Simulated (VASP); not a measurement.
# Al: relaxation of cell and atoms with PBE

Crystal: Al.

```
Al
1.0
     5.32609    0.00000    0.00000
     0.00000    6.75801    0.00000
     0.00000    0.00000    4.88553
Al
8
Direct
  0.46496 0.00000 0.74997
  0.03504 0.00000 0.74997
  0.53504 0.00000 0.25003
  0.96496 0.00000 0.25003
  0.00000 0.31719 0.00000
  0.50000 0.68281 0.00000
  0.00000 0.68281 0.00000
  0.50000 0.31719 0.00000
```

| Item | Value |
| --- | --- |
| Program | VASP 6.6.1 |
| Task | relaxation of cell and atoms |
| Functional | PBE |
| Potentials or basis | VASP PAW PBE potentials, release 64 (Al) |
| Cutoff | 600 eV |
| k mesh | 4 × 4 × 4 |
| Occupations | gaussian, width 0.1 eV |
| Spin | no spin polarisation |
| Dipole correction | no |
| Further INCAR settings | ALGO = Fast; EDIFF = 1e-06; IBRION = 2; EDIFFG = -0.04; NSW = 90; ISIF = 3 |

* Relaxed volume: 27.01 Å³/atom
* Relaxed cell: a = 5.461 Å, b = 6.956 Å, c = 5.687 Å, α = 90.00°, β = 90.00°, γ = 90.00°
* Space group after relaxing (to 0.05 Å): Pmmm (No. 47)
* Energy gained by relaxing: 311.8 meV/atom
* Ionic steps: 11
* Pressure after relaxing: 0.0 GPa
* Largest force after relaxing: 0.024 eV/Å
* Band gap on the k mesh: zero (band 12 reaches 4.10 eV, above the bottom of band 13 at 2.37 eV)

Forces in eV/Å, atoms in the order of the input:
```
Al  -0.021  0.000  0.010
Al   0.021  0.000  0.010
Al   0.021  0.000 -0.010
Al  -0.021  0.000 -0.010
Al   0.000 -0.024  0.000
Al   0.000  0.024  0.000
Al   0.000  0.024  0.000
Al   0.000 -0.024  0.000
```

Stress tensor (GPa, compression positive):
```
 0.05  0.00  0.00
 0.00 -0.09  0.00
 0.00  0.00 -0.01
```

The path:
```tsv
step	energy change (eV)	largest force (eV/Å)	pressure (GPa)	volume (Å³)
1	0.0000	2.8146	13.77	175.85
2	-1.9361	0.7041	-2.34	228.42
3	-2.0319	0.6977	-0.40	216.31
4	-2.2764	0.4572	-0.44	216.88
5	-2.4225	0.3634	-0.11	217.33
6	-2.4233	0.3676	-0.06	217.35
7	-2.4547	0.2596	-0.09	217.07
8	-2.4733	0.2565	-0.08	216.57
9	-2.4898	0.1223	0.03	215.73
10	-2.4902	0.1110	0.06	215.58
11	-2.4947	0.0240	-0.01	216.07
```

Final structure:
```
CELL_PARAMETERS angstrom
5.46131 0.00000 0.00000
0.00000 6.95612 0.00000
0.00000 0.00000 5.68749
ATOMIC_POSITIONS crystal
Al 0.50043 0.00000 0.73426
Al 0.99957 0.00000 0.73426
Al 0.49957 0.00000 0.26574
Al 0.00043 0.00000 0.26574
Al 0.00000 0.31207 0.00000
Al 0.50000 0.68793 0.00000
Al 0.00000 0.68793 0.00000
Al 0.50000 0.31207 0.00000
```

Levels at points of the mesh, in eV from the Fermi level:
```
           k point  band 9  band 10  band 11  band 12  band 13  band 14  band 15  band 16
(0.00, 0.00, 0.00)   -1.55    -1.12    -1.01    -0.87    -0.10     0.06     0.15     0.46
(0.50, 0.00, 0.00)   -2.51    -2.51     0.10     0.10     1.48     1.48     1.55     1.55
(0.00, 0.50, 0.00)   -2.46    -1.81    -1.33    -0.32     0.10     0.33     0.61     0.82
(0.50, 0.50, 0.00)   -1.49    -1.49    -0.68    -0.68    -0.23    -0.23     1.74     1.74
(0.00, 0.00, 0.50)   -2.02    -1.33    -1.26    -1.06    -0.76    -0.37     1.42     1.42
(0.50, 0.00, 0.50)   -1.10    -1.10     0.08     0.08     1.64     1.64     2.24     2.24
(0.00, 0.50, 0.50)   -2.39    -2.32    -2.00    -1.70     0.14     0.88     1.02     1.95
(0.50, 0.50, 0.50)   -1.23    -1.23    -0.54    -0.54     1.22     1.22     1.80     1.80
```

It took 11 min on 1 thread of Intel Xeon 6975P-C, on a shared host, peak memory 0.35 GiB.

Caveat: the volume moved by over 15 % at a fixed basis, so the end points are rough.
